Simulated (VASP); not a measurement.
# LiMo18S36 (a cell with a defect) (Li interstitial hop between voids) in VASP: single point with PBE

Aim: the single point of LiMo18S36 (a cell with a defect) (Li interstitial hop between voids) with PBE.

All numbers are computed with VASP 6.6.1; they aren't measurements. Logs are shortened: lines on timing, memory, paths and dates and some standing lists are left out, and cuts for length are marked.

### Step 1. The cell of the first run

The cell holds a defect, 55 atoms: a = 9.367 Å, b = 9.367 Å, c = 12.083 Å, α = 90.00°, β = 90.00°, γ = 120.00°.

### Step 2. Single point, PBE

The input, INCAR:

```
ALGO = Normal
EDIFF = 1E-6
ENCUT = 520
GGA = PE
ISIF = 2
ISMEAR = -1
LASPH = T
LCHARG = F
LREAL = Auto
LWAVE = F
NBANDS = 268
NELECT = 470.0
NELM = 100
PREC = Accurate
SIGMA = 0.01
```

The input, KPOINTS:

```
k-points
0
Gamma
  1 1 1
```

The input, POSCAR:

```
LiMo18S36
1.0
    9.3669868000      0.0000000800      0.0000000000
   -4.6834934700      8.1120484800      0.0000000000
    0.0000000000      0.0000000000     12.0827026900
Mo S Li
18 36 1
Direct
    0.2220092879      0.1102079191      0.2528589901
    0.1104739584      0.2216907352      0.7469032576
    0.2220111146      0.4447902390      0.2528517070
    0.1106165497      0.5561623556      0.7474494103
    0.2224895323      0.7777385697      0.2517320899
    0.1106205461      0.8874087734      0.7474393959
    0.5564458801      0.1103539948      0.2523480117
    0.4450576440      0.2217409041      0.7469280037
    0.5565739360      0.4447927012      0.2528603971
    0.4450428751      0.5562930221      0.7469088855
    0.5564443042      0.7790907526      0.2523348524
    0.4445787632      0.8887725440      0.7480641734
    0.8876967512      0.1103357470      0.2523309626
    0.7780163982      0.2222074908      0.7480653321
    0.8890573894      0.4442988646      0.2517416904
    0.7793550649      0.5561597602      0.7474523897
    0.8890431215      0.7777412751      0.2517424353
    0.7780093879      0.8887634185      0.7480672356
    0.2220697225      0.1102781849      0.6182287350
    0.1105652971      0.2217769033      0.3815385612
    0.2208782115      0.1079523852      0.8749779144
    0.1082340030      0.2205980395      0.1247816849
    0.2220227405      0.4447167680      0.6182309696
    0.1109839404      0.5558067117      0.3812039507
    0.2208721241      0.4458597593      0.8749732797
    0.1113698427      0.5553879519      0.1226163581
    0.2227213998      0.7778316411      0.6182583642
    0.1109837344      0.8881577827      0.3812040334
    0.2220162186      0.7774986796      0.8771768430
    0.1113649299      0.8889564712      0.1226184272
    0.5560726604      0.1107031051      0.6185980233
    0.4450172566      0.2217850360      0.3815498997
    0.5556658180      0.1111128660      0.8771752705
    0.4461734927      0.2206048162      0.1247891336
    0.5565098357      0.4447362419      0.6182351906
    0.4450133656      0.5562397680      0.3815460099
    0.5588222796      0.4459062300      0.8749866045
    0.4461673865      0.5585501585      0.1247820987
    0.5560908117      0.7783677540      0.6185902436
    0.4443648065      0.8886687478      0.3815333472
    0.5556633599      0.7775096477      0.8771718772
    0.4450533032      0.8890195839      0.1226137925
    0.8884147292      0.1106748722      0.6185870158
    0.7781236944      0.2224195211      0.3815310298
    0.8892647714      0.1111041103      0.8771721255
    0.7777699345      0.2217395449      0.1226180961
    0.8889477498      0.4440789448      0.6182622540
    0.7786380804      0.5558091706      0.3812069301
    0.8892949075      0.4447711250      0.8771832985
    0.7778118226      0.5553963279      0.1226253793
    0.8889355161      0.7778258407      0.6182614264
    0.7781021385      0.8886818114      0.3815313608
    0.8893022018      0.7774843733      0.8771784982
    0.7777623786      0.8890068835      0.1226101509
    0.3335454654      0.3332593463     -0.0001277860
```

Potentials or basis: VASP PAW PBE potentials, release 64 (Mo_sv, S, Li_sv).

Started as:

```console
> cat potpaw_PBE.64/Mo_sv/POTCAR potpaw_PBE.64/S/POTCAR potpaw_PBE.64/Li_sv/POTCAR > POTCAR
> mpirun -np 1 vasp_gam > vasp.out
```

OUTCAR:

```text
EDIFF = 1E-6
   ENCUT = 520
   GGA = PE
   ISIF = 2
   ISMEAR = -1
   LASPH = T
   LREAL = Auto
   NELECT = 470.0
   NELM = 100
   PREC = Accurate

 ion  position               nearest neighbor table
   1  0.222  0.110  0.253-  28 2.38  20 2.39  32 2.39  30 2.39  34 2.39  22 2.39   5 3.12  17 3.12
                             7 3.13  13 3.13   9 3.13   3 3.13
   2  0.110  0.222  0.747-  43 2.38  19 2.39  23 2.39  45 2.39  21 2.39  25 2.39  18 3.12  14 3.12
                             6 3.13   4 3.13   8 3.13  10 3.13
   3  0.222  0.445  0.253-  24 2.38  36 2.39  20 2.39  26 2.39  38 2.39  22 2.39  15 3.12   5 3.12
                            11 3.13  13 3.13   9 3.13   1 3.13
   4  0.111  0.556  0.747-  25 2.36  47 2.38  27 2.38  49 2.38  29 2.38  23 2.39   6 3.10  16 3.10
                            14 3.12  12 3.12  10 3.13   2 3.13
   5  0.222  0.778  0.252-  30 2.38  26 2.38  28 2.39  24 2.39  42 2.39  40 2.39   3 3.12   1 3.12
                            11 3.12   7 3.12  15 3.12  17 3.12
   6  0.111  0.887  0.747-  21 2.36  27 2.38  51 2.38  29 2.38  53 2.38  19 2.39   4 3.10  16 3.10
                            12 3.12  18 3.12   2 3.13   8 3.13
   7  0.556  0.110  0.252-  34 2.36  44 2.38  40 2.38  46 2.38  42 2.38  32 2.39  13 3.10  11 3.10
                            15 3.12   5 3.12   1 3.13   9 3.13
   8  0.445  0.222  0.747-  31 2.38  35 2.39  19 2.39  33 2.39  37 2.39  21 2.39  14 3.12  12 3.12
                            16 3.13   6 3.13   2 3.13  10 3.13
   9  0.557  0.445  0.253-  48 2.38  36 2.39  32 2.39  50 2.39  38 2.39  34 2.39  17 3.12  15 3.12
[... 40 lines left out ...]
  40  0.444  0.889  0.382-  11 2.38   7 2.38   5 2.39
  41  0.556  0.778  0.877-  18 2.38  12 2.38  10 2.39
  42  0.445  0.889  0.123-  11 2.38   7 2.38   5 2.39
  43  0.888  0.111  0.619-   2 2.38  18 2.38  14 2.39
  44  0.778  0.222  0.382-   7 2.38  13 2.38  15 2.39
[... 8 lines left out ...]
  53  0.889  0.777  0.877-  16 2.38   6 2.38  18 2.39
  54  0.778  0.889  0.123-  11 2.38  13 2.38  17 2.39
  55  0.334  0.333  1.000-  37 2.37  25 2.37  21 2.37  38 2.37  34 2.37  22 2.37

  LATTYP: Found a hexagonal cell.
 ALAT       =     9.3669868000
 C/A-ratio  =     1.2899241718

  Lattice vectors:

 A1 = (   9.3669868000,   0.0000000800,   0.0000000000)
 A2 = (  -4.6834934700,   8.1120484800,   0.0000000000)
 A3 = (   0.0000000000,   0.0000000000,  12.0827026900)

Analysis of symmetry for initial positions (statically):
=====================================================================
 Subroutine PRICEL returns:
 Original cell was already a primitive cell.

 Routine SETGRP: Setting up the symmetry group for a
 hexagonal supercell.

 Subroutine GETGRP returns: Found  1 space group operations
 (whereof  1 operations were pure point group operations)
 out of a pool of 24 trial point group operations.

The static configuration has the point symmetry C_1 .

Analysis of symmetry for dynamics (positions and initial velocities):
=====================================================================
 Subroutine PRICEL returns:
 Original cell was already a primitive cell.

 Routine SETGRP: Setting up the symmetry group for a
 hexagonal supercell.

 Subroutine GETGRP returns: Found  1 space group operations
 (whereof  1 operations were pure point group operations)
 out of a pool of 24 trial point group operations.

The dynamic configuration has the point symmetry C_1 .

 Subroutine INISYM returns: Found  1 space group operations
 (whereof  1 operations are pure point group operations),
 and found     1 'primitive' translations

----------------------------------------------------------------------------------------

                                     Primitive cell

  volume of cell :     918.1096

  direct lattice vectors                    reciprocal lattice vectors
     9.366986800  0.000000080  0.000000000     0.106757917  0.061636713  0.000000000
    -4.683493470  8.112048480  0.000000000    -0.000000001  0.123273424  0.000000000
     0.000000000  0.000000000 12.082702690     0.000000000  0.000000000  0.082762940

  length of vectors
     9.366986800  9.366986795 12.082702690     0.123273424  0.123273424  0.082762940

  position of ions in fractional coordinates (direct lattice)
     0.222009288  0.110207919  0.252858990
     0.110473958  0.221690735  0.746903258
     0.222011115  0.444790239  0.252851707
     0.110616550  0.556162356  0.747449410
     0.222489532  0.777738570  0.251732090
     0.110620546  0.887408773  0.747439396
[... 47 lines left out ...]
     0.777762379  0.889006884  0.122610151
     0.333545465  0.333259346  0.999872214

  ion indices of the primitive-cell ions
   primitive index   ion index
                 1           1
                 2           2
                 3           3
                 4           4
                 5           5
                 6           6
[... 47 lines left out ...]
                54          54
                55          55

----------------------------------------------------------------------------------------

 KPOINTS: k-points

Automatic generation of k-mesh.
 Grid dimensions read from file:
 generate k-points for:    1    1    1

 Generating k-lattice:

  Cartesian coordinates                     Fractional coordinates (reciprocal lattice)
     0.106757917  0.061636713  0.000000000     1.000000000  0.000000000  0.000000000
    -0.000000001  0.123273424  0.000000000     0.000000000  1.000000000  0.000000000
     0.000000000  0.000000000  0.082762940     0.000000000  0.000000000  1.000000000

  Length of vectors
     0.123273424  0.123273424  0.082762940

  Shift w.r.t. Gamma in fractional coordinates (k-lattice)
     0.000000000  0.000000000  0.000000000

 Subroutine IBZKPT returns following result:
 ===========================================

 Found      1 irreducible k-points:

 Following reciprocal coordinates:
            Coordinates               Weight
  0.000000  0.000000  0.000000      1.000000
   k-points           NKPTS =      1   k-points in BZ     NKDIM =      1   number of bands    NBANDS=    268
   number of dos      NEDOS =    301   number of ions     NIONS =     55
   total plane-waves  NPLWV = 441000
   dimension x,y,z NGX =    70 NGY =   70 NGZ =   90
   dimension x,y,z NGXF=   140 NGYF=  140 NGZF=  180
   ions per type =              18  36   1
   NGX,Y,Z   is equivalent  to a cutoff of  12.42, 12.42, 12.38 a.u.
   NGXF,Y,Z  is equivalent  to a cutoff of  24.85, 24.85, 24.77 a.u.
 SYSTEM =  unknown system
   PREC   = accura    normal or accurate (medium, high low for compatibility)
   ISTART =      0    job   : 0-new  1-cont  2-samecut
   ICHARG =      2    charge: 1-file 2-atom 10-const
   ISPIN  =      1    spin polarized calculation?
   LNONCOLLINEAR =      F non collinear calculations
   LSORBIT =      F    spin-orbit coupling
   LASPH  =      T    aspherical Exc in radial PAW
   ENCUT  =  520.0 eV  38.22 Ry    6.18 a.u.  17.42 17.42 22.47*2*pi/ulx,y,z
   NELM   =    100;   NELMIN=  2; NELMDL= -5     # of ELM steps
   EDIFF  = 0.1E-05   stopping-criterion for ELM
   LREAL  =      T    real-space projection
   EDIFFG = 0.1E-04   stopping-criterion for IOM
   NSW    =      0    number of steps for IOM
   IBRION =     -1    ionic relax: 0-MD 1-quasi-New 2-CG
   NFREE  =      0    steps in history (QN), initial steepest desc. (CG)
   ISIF   =      2    stress and relaxation
   ISYM   =      2    0-nonsym 1-usesym 2-fastsym
   POTIM  = 0.5000    time-step for ionic-motion
   TEBEG  =    0.0;   TEEND  =   0.0 temperature during run
   PSTRESS=    0.0 pullay stress
   NELECT =     470.0000    total number of electrons
   NUPDOWN=      -1.0000    fix difference up-down
   EMIN   =  10.00;   EMAX   =-10.00  energy-range for DOS
   EFERMI =   0.00;   METHOD = LEGACY
   ISMEAR =    -1;   SIGMA  =   0.01  broadening in eV -4-tet -1-fermi 0-gaus
   EFERMI_NEDOS =   21; number of points for ismear=-14 and -15
   IALGO  =     38    algorithm
   IMIX   =      4    mixing-type and parameters
     AMIX     =   0.40;   BMIX     =  1.00
     AMIX_MAG =   1.60;   BMIX_MAG =  1.00
  volume/ion in A,a.u.               =      16.69       112.65
  Fermi-wavevector in a.u.,A,eV,Ry     =   1.309612  2.474808 23.335124  1.715083
  Thomas-Fermi vector in A             =   2.440199
   LORBIT       =      0    0 simple, 1 ext, 2 COOP (PROOUT), +10 PAW based schemes
   GGA     = PE    functional components
   LHFCALC =     F    Hartree Fock is set to
   AEXX    =    0.0000 exact exchange contribution
   IVDW    =     0    specifies the selected vdW correction
   LEPSILON=     F    determine dielectric tensor
   LRPA    =     F    only Hartree local field effects (RPA)
 non-spin polarized calculation
  energy-cutoff  :      520.00
  volume of cell :      918.11
 maximum number of plane-waves:     12404
 NGX is ok and might be reduce to    70
   NGX = 35   NGY = 35   NGZ = 45

 number of electron     469.9999980 magnetization

 Free energy of the ion-electron system (eV)
  ---------------------------------------------------
  ext. energy  EPLUGINS =         0.00000000
  ---------------------------------------------------
  free energy    TOTEN  =      -402.13902028 eV

  energy without entropy =     -402.13902028  energy(sigma->0) =     -402.13902028

 E-fermi :   8.6556     XC(G=0): -11.1232

 val. band max:        8.2502087530   @ k =   0.0000   0.0000   0.0000
 cond. band min:       9.4559021672   @ k =   0.0000   0.0000   0.0000
 fundamental gap:      1.2056934142
 Fermi energy:         8.6555584843

 k-point     1 :       0.0000    0.0000    0.0000
  band No.  band energies     occupation
      1     -53.1484      2.00000
      2     -53.1484      2.00000
      3     -53.1215      2.00000
      4     -53.1215      2.00000
      5     -53.1215      2.00000
      6     -53.1215      2.00000
[... 239 lines left out ...]
    246       9.8423      0.00000
    247       9.8423      0.00000
 [bands above 247 left out]

------------------------ aborting loop because EDIFF is reached ----------------------------------------

  FORCE on cell =-STRESS in cart. coord.  units (eV):
  Direction    XX          YY          ZZ          XY          YZ          ZX
  --------------------------------------------------------------------------------------
  -------------------------------------------------------------------------------------
  Total       37.5221364     37.5198336     28.8378001      0.0033010     -0.0102427     -0.0057668
  in kB       65.4792359     65.4752174     50.3243497      0.0057605     -0.0178743     -0.0100636
  external PRESSURE =      60.4262676 kB  Pullay stress =       0.0000000 kB

 VOLUME and BASIS-vectors are now :
 -----------------------------------------------------------------------------
  energy-cutoff  :      520.00
  volume of cell :      918.11
      direct lattice vectors                 reciprocal lattice vectors
     9.366986800  0.000000080  0.000000000     0.106757917  0.061636713  0.000000000
    -4.683493470  8.112048480  0.000000000    -0.000000001  0.123273424  0.000000000
     0.000000000  0.000000000 12.082702690     0.000000000  0.000000000  0.082762940

 POSITION                                       TOTAL-FORCE (eV/Angst)
 -----------------------------------------------------------------------------------
      1.56340      0.89401      3.05522         0.000200     -0.000820     -0.000016
     -0.00348      1.79837      9.02461        -0.001888      0.003105      0.002072
     -0.00360      3.60816      3.05513        -0.000864     -0.001825      0.001740
     -1.56864      4.51162      9.03121         0.000053     -0.000114     -0.002591
     -1.55848      6.30905      3.04160        -0.000601     -0.001057     -0.001858
     -3.11999      7.19870      9.03109        -0.000149      0.001237     -0.001901
[... 47 lines left out ...]
      3.12163      7.21167      1.48146        -0.001842     -0.000331      0.013763
      1.56350      2.70342     12.08116        -0.002773     -0.000945      0.000476
 -----------------------------------------------------------------------------------
    total drift:                               -0.005265     -0.000563     -0.000937

  FREE ENERGIE OF THE ION-ELECTRON SYSTEM (eV)
  ---------------------------------------------------
  free  energy   TOTEN  =      -402.1390202811 eV

  energy  without entropy=     -402.1390202811  energy(sigma->0) =     -402.13902028
```

Run time: 13 min. Hardware: 1 thread of AMD EPYC 7R43 (Zen 3), shared host; peak memory 0.8 GiB.

What came out:

* Free energy: -402.1390 eV
* Largest force: 0.015 eV/Å

Forces in eV/Å, atoms in the order of the input:
```
Mo   0.000 -0.001  0.000
Mo  -0.002  0.003  0.002
Mo  -0.001 -0.002  0.002
Mo   0.000  0.000 -0.003
Mo  -0.001 -0.001 -0.002
Mo   0.000  0.001 -0.002
Mo   0.001 -0.002  0.001
Mo   0.001 -0.002 -0.001
Mo   0.002 -0.002  0.001
Mo   0.002  0.000  0.001
Mo   0.000 -0.002  0.002
Mo  -0.001  0.000  0.001
Mo   0.001  0.001  0.003
Mo   0.000 -0.001  0.000
Mo  -0.001  0.000 -0.003
Mo   0.002  0.000 -0.003
Mo   0.002 -0.001 -0.003
Mo   0.001  0.000  0.000
S   -0.001 -0.002  0.012
S    0.001 -0.002 -0.013
S    0.001 -0.006 -0.010
S   -0.003 -0.002  0.013
S    0.001 -0.001  0.014
S    0.002 -0.001 -0.014
S   -0.001  0.004 -0.008
S    0.002  0.003  0.013
S   -0.003 -0.001  0.014
S   -0.001  0.002 -0.013
S   -0.001 -0.001 -0.014
S    0.002  0.000  0.015
S    0.000  0.001  0.012
S   -0.002  0.001 -0.014
S    0.000  0.002 -0.012
S    0.004  0.001  0.010
S   -0.003  0.001  0.014
S    0.001 -0.002 -0.013
S    0.003  0.003 -0.009
S    0.000  0.005  0.010
S    0.001 -0.002  0.014
S    0.000  0.002 -0.014
S    0.000  0.000 -0.014
S   -0.001  0.001  0.013
S    0.002  0.000  0.012
S   -0.001 -0.002 -0.015
S   -0.002  0.001 -0.014
S    0.000 -0.001  0.013
S    0.001  0.001  0.014
S   -0.005 -0.001 -0.014
S   -0.001  0.000 -0.013
S    0.000  0.002  0.013
S    0.002  0.002  0.013
S    0.001  0.001 -0.012
S    0.000 -0.001 -0.013
S   -0.002  0.000  0.014
Li  -0.003 -0.001  0.000
```

Caveat: the k points lie up to 0.77 Å⁻¹ apart; the cell carries a net charge on a neutralising background, which shifts energy and pressure; the cell is charged against a uniform background, so pressure and absolute levels hang on convention; the cutoff is under 1.25 times the usual one of these potentials, so pressure, stress and relaxed cells hold a basis-set (Pulay) error.
